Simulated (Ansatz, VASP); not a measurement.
Hg: VASP beside Ansatz

The input INCAR:

```
PREC = Accurate
ENCUT = 520
EDIFF = 1E-6
ISMEAR = 0
SIGMA = 0.15
LREAL = False
LASPH = True
NELM = 60
ALGO = Fast
ISIF = 2
LWAVE = False
LCHARG = True
GGA = PS
IVDW = 12
LELF = True
LVHAR = True
NBANDS = 19
```

KPOINTS

```
Automatic mesh
0
Gamma
  18 18 10
```

Contents of POSCAR:

```
Hg
1.0
    3.2329000000      0.0000000000      0.0000000000
   -1.6164500000      2.7997735279      0.0000000000
    0.0000000000      0.0000000000      4.5094000000
Hg
2
Direct
    0.6666666667      0.3333333333      0.7500000000
    0.3333333333      0.6666666667      0.2500000000
```

Input for Ansatz:

```yaml
crystal:
  lattice:
    - [3.2329, 0.0, 0.0]
    - [-1.61645, 2.7997735279, 0.0]
    - [0.0, 0.0, 4.5094]
  atoms:
    - { symbol: Hg, position: [0.6666666667, 0.3333333333, 0.75] }
    - { symbol: Hg, position: [0.3333333333, 0.6666666667, 0.25] }
basis:
  ecutwfc: 420
kpoints:
  mp_grid: { grid: [18, 18, 10] }
hamiltonian:
  xc: pbesol
  dispersion: d3bj
scf:
  occupations: { method: gaussian, width: 0.15 }
output:
  forces: true
  stress: true
  eigenvalues: true
  write_density: true
  write_potential: true
  elf: true
  volumetric_format: npy
```

Alike in both runs: task single point; functional PBEsol; dispersion D3(BJ); k mesh 18 × 18 × 10; occupations gaussian, width 0.15 eV; no spin polarisation.

|  | VASP | Ansatz |
| --- | --- | --- |
| version | VASP 6.6.1 | Ansatz 0.2.0 |
| potentials or method | VASP PAW PBE potentials, release 64 (Hg), cutoff 520 eV | scalar-relativistic, plane waves, PAW |
| valence electrons in the cell | 24 | 40 |

|  | VASP | Ansatz | Ansatz less VASP |
| --- | --- | --- | --- |
| gap on the k mesh at the Fermi level (eV) | none | none | - |
| pressure (GPa) | 6.4 | 5.6 | -0.85 |
| traceless stress, the component that is largest in VASP (GPa) | 1.42 | 1.15 | -0.277 |

VASP's potentials were made for PBE, not for PBEsol. A gap of «none» marks a metal or a gap that the smearing closes. VASP's potentials hold 24 valence electrons a cell and Ansatz's 40, so a difference there can come from the potentials and not from the codes.

Spin-orbit coupling is off throughout.
